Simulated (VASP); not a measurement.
Set up this calculation in VASP 6.6.1, as the native input.

```yaml
Task: electric field gradients
Functional: PBE
Potentials_or_basis: VASP PAW PBE potentials, release 64 (Rh_pv)
Cutoff: 520 eV
k_mesh: 16 × 16 × 16
Occupations: fermi-dirac, width 0.08 eV
Spin: no spin polarisation
Dipole_correction: no
Further_INCAR_settings: ALGO = Normal; EDIFF = 1e-08; NBANDS = 14
```

The structure of Rh lies in POSCAR:

```
Rh
1.0
    0.0380310000      1.9205655000      1.9205655000
    1.9205655000      0.0380310000      1.9205655000
    1.9205655000      1.9205655000      0.0380310000
Rh
1
Direct
    0.0000000000      0.0000000000      0.0000000000
```

This cell differs from its parent crystal: equal xy, yz and zx shear strains of +2 %.

One way to write it, as run:

INCAR

```
SYSTEM = Rh
PREC     = Accurate       ! precision mode
ENCUT    = 520            ! plane-wave cutoff, eV
EDIFF    = 1E-8           ! SCF threshold, eV
ISMEAR   = -1             ! smearing method
SIGMA    = 0.08           ! smearing width, eV
LREAL    = .False.        ! projectors in reciprocal space
LASPH    = .True.         ! aspherical terms in the spheres
NELM     = 80             ! most SCF steps
ALGO     = Normal         ! electronic algorithm
ISIF     = 2              ! what is computed and relaxed
LWAVE    = .False.        ! write WAVECAR
LCHARG   = .False.        ! write CHGCAR
GGA      = PE             ! functional
LEFG     = .True.       
NBANDS   = 14             ! bands
```

KPOINTS

```
regular mesh
0
Gamma
  16 16 16
  0 0 0
```

Potentials or basis: VASP PAW PBE potentials, release 64 (Rh_pv).

Launch:

```bash
$ cat potpaw_PBE.64/Rh_pv/POTCAR > POTCAR
$ mpirun -np 1 vasp_std > vasp.out
```

It gave:

```
Pressure                                : 6.5 GPa
Band gap on the k mesh                  : zero (an odd number of electrons rules out a gap without spin polarisation)
Largest electric field gradient by atom : Rh +2.5 V/Å²
```

Caveat: the cell differs from its parent crystal (equal xy, yz and zx shear strains of +2 %); the cell stands under pressure; without QUAD_EFG the Cq values of the log hold for a quadrupole moment of 1 mb, not for the nuclei.

Run time: 63 s on 1 thread of Intel Xeon 8259CL, with other jobs on the host, peak memory 0.19 GiB.
